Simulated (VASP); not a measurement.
Wanted: the native input for a VASP 6.6.1 run.

- Task: relaxation of cell and atoms
- Functional: PBE
- Potentials or basis: VASP PAW PBE potentials, release 64 (Zn, S)
- Cutoff: 600 eV
- k mesh: 15 × 15 × 15
- Occupations: fermi-dirac, width 0.1 eV
- Spin: no spin polarisation
- Target pressure: 18 GPa
- Dipole correction: no
- Further INCAR settings: ALGO = Normal; EDIFF = 1e-06; IBRION = 2; EDIFFG = -0.005; NSW = 60; ISIF = 3

The structure of ZnS (rocksalt type) lies in POSCAR:

```
ZnS
1.0
    0.0000000000      2.4267039632      2.4267039632
    2.4267039632      0.0000000000      2.4267039632
    2.4267039632      2.4267039632      0.0000000000
Zn S
1 1
Direct
    0.0000000000      0.0000000000      0.0000000000
    0.5000000000      0.5000000000      0.5000000000
```

One way to write it, as run:

INCAR

```
SYSTEM = ZnS
PREC     = Accurate       ! precision mode
ENCUT    = 600            ! plane-wave cutoff, eV
EDIFF    = 1E-6           ! SCF threshold, eV
ISMEAR   = -1             ! smearing method
SIGMA    = 0.1            ! smearing width, eV
LREAL    = .False.        ! projectors in reciprocal space
LASPH    = .True.         ! aspherical terms in the spheres
NELM     = 60             ! most SCF steps
ALGO     = Normal         ! electronic algorithm
ISIF     = 3              ! what is computed and relaxed
LWAVE    = .False.        ! write WAVECAR
LCHARG   = .False.        ! write CHGCAR
GGA      = PE             ! functional
IBRION   = 2              ! ionic algorithm
NSW      = 60             ! ionic steps
EDIFFG   = -0.005         ! ionic threshold
PSTRESS  = 180.0
```

KPOINTS

```
regular mesh
0
Gamma
  15 15 15
  0 0 0
```

Potentials or basis: VASP PAW PBE potentials, release 64 (Zn, S).

The run is started by

```console
$ cat potpaw_PBE.64/Zn/POTCAR potpaw_PBE.64/S/POTCAR > POTCAR
$ mpirun -np 1 vasp_std > vasp.out
```

Results of the run:

```yaml
Relaxed_volume: 14.34 Å³/atom
Relaxed_cell: a = 3.435 Å, b = 3.435 Å, c = 3.435 Å, α = 60.00°, β = 60.00°, γ = 60.00°
Space_group_after_relaxing_to_0.05_Å: Fm-3m (No. 225)
Energy_change_on_relaxing_the_enthalpy_is_what_falls: -5.1 meV/atom
Ionic_steps: 3
Pressure_after_relaxing: 18.0 GPa
Band_gap_on_the_k_mesh: zero (band 9 reaches 5.49 eV, above the bottom of band 10 at 5.21 eV)
```

Caveat: the cell is relaxed towards a set pressure, so the enthalpy falls and the energy may rise.

Run time: 81 s on 1 thread of Intel(R) Xeon(R) Platinum 8488C (Sapphire Rapids) (shared host), peak memory 0.19 GiB.
